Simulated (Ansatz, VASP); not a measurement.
## SiO2 in VASP and in Ansatz

```
Si O
1.0
    -2.39779    2.39779    3.74400
     2.39779   -2.39779    3.74400
     2.39779    2.39779   -3.74400
Si O
2 4
Direct
  0.00000 0.00000 0.00000
  0.75000 0.25000 0.50000
  0.99838 0.62500 0.87338
  0.37500 0.24838 0.37338
  0.75162 0.12500 0.12662
  0.87500 0.00162 0.62662
```

Change from the starting cell: equal xx and yy strain of +1 %.

Alike in both runs: task single point; functional PBE; k mesh 7 × 7 × 7; occupations fermi-dirac, width 0.03 eV; no spin polarisation.

|  | VASP | Ansatz |
| --- | --- | --- |
| version | VASP 6.6.1 | Ansatz 0.2.0 |
| potentials or method | VASP PAW PBE potentials, release 64 (Si, O), cutoff 520 eV | all-electron LAPW, scalar-relativistic |

Ansatz gave:

* gap on the k mesh at the Fermi level (eV): 5.93
* pressure (GPa): 0.2
* traceless stress, the component that is largest in VASP (GPa): -0.99
* rms of the force components (eV/Å): 0.062

**Question.** What did VASP give for the same quantities?

**Answer.** gap on the k mesh at the Fermi level (eV): 5.92; pressure (GPa): 0.4; traceless stress, the component that is largest in VASP (GPa): -0.93; rms of the force components (eV/Å): 0.061.

Atom by atom the forces differ by 0.001 eV/Å (rms over components). Ansatz ran all-electron here, and VASP with PAW potentials.
